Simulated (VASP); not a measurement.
Here is a VASP 6.6.1 calculation.

File INCAR:

```
ALGO     = Normal         # electronic algorithm
EDIFF    = 1E-6           # SCF threshold, eV
ENCUT    = 500            # plane-wave cutoff, eV
GGA      = PE             # functional
GGA_COMPAT= False        
ISIF     = 2              # what is computed and relaxed
ISMEAR   = -1             # smearing method
LASPH    = True           # aspherical terms in the spheres
LCHARG   = False          # write CHGCAR
LREAL    = False          # projectors in reciprocal space
LWAVE    = False          # write WAVECAR
NBANDS   = 26             # bands
NELM     = 120            # most SCF steps
PREC     = Accurate       # precision mode
SIGMA    = 0.02           # smearing width, eV
```

The input KPOINTS:

```
k-points
0
Gamma
  8 8 4
```

File POSCAR:

```
AlB3P4
1.0
    5.6177239169     -1.6747239933      0.0239123580
    5.6177239169      1.6747239933      0.0239123580
   -0.9968173636      0.0000000000      5.8415607603
B Al P
3 1 4
Direct
   -0.0064765152     -0.0064765152     -0.0127755319
    0.5045348121      0.5045348121      0.5105630268
    0.2516718399      0.2516718399      0.7494383780
    0.7479556715      0.7479556715      0.2492590161
    0.5403724538      0.5403724538      0.1785639706
    0.0694390267      0.0694390267      0.6881958544
    0.8153413111      0.8153413111      0.9093441797
    0.3271614000      0.3271614000      0.4774111064
```

Potentials or basis: VASP PAW PBE potentials, release 64 (B, Al, P).

Launch:

```console
$ cat potpaw_PBE.64/B/POTCAR potpaw_PBE.64/Al/POTCAR potpaw_PBE.64/P/POTCAR > POTCAR
$ mpirun -np 1 vasp_std > vasp.out
```

(1) Estimate the largest force.

(2) Predict the pressure.

(3) Estimate the band gap on the k mesh.

Answers

(1) 0.165 eV/Å.

(2) 1.0 GPa.

(3) 0.53 eV (least direct gap 0.84 eV).
